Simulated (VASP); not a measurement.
Input of a VASP 6.6.1 run:

File INCAR:

```
SYSTEM = Bi
ALGO = Normal ; EDIFF = 1E-6
EDIFFG = -0.02 ; ENCUT = 600
GGA = PS ; IBRION = 2
ISIF = 3 ; ISMEAR = -1
LASPH = .True. ; LCHARG = .False.
LREAL = .False. ; LWAVE = .False.
NELM = 60 ; NSW = 80
PREC = Accurate ; SIGMA = 0.05
```

KPOINTS

```
k-points
0
Gamma
  9 9 9
  0 0 0
```

Contents of POSCAR:

```
Bi
1.0
   -1.9814305318      1.9814305318      1.9814305318
    1.9814305318     -1.9814305318      1.9814305318
    1.9814305318      1.9814305318     -1.9814305318
Bi
1
Direct
    0.0000000000      0.0000000000      0.0000000000
```

Potentials or basis: VASP PAW PBE potentials, release 64 (Bi_d).

The run is started by

```console
$ cat potpaw_PBE.64/Bi_d/POTCAR > POTCAR
$ mpirun -np 1 vasp_std > vasp.out
```

Task: What does it give for the relaxed volume?

Result: 30.04 Å³/atom.

Task: Predict the relaxed cell.

Result: a = 3.392 Å, b = 3.392 Å, c = 3.392 Å, α = 109.47°, β = 109.47°, γ = 109.47°.

Task: Predict the space group after relaxing (to 0.05 Å).

Result: Im-3m (No. 229).

Final structure:
```
CELL_PARAMETERS angstrom
-1.95826 1.95826 1.95826
1.95826 -1.95826 1.95826
1.95826 1.95826 -1.95826
ATOMIC_POSITIONS crystal
Bi 0.00000 0.00000 0.00000
```

Caveat: the PAW data sets were made with another functional, which shifts forces and pressure a little.
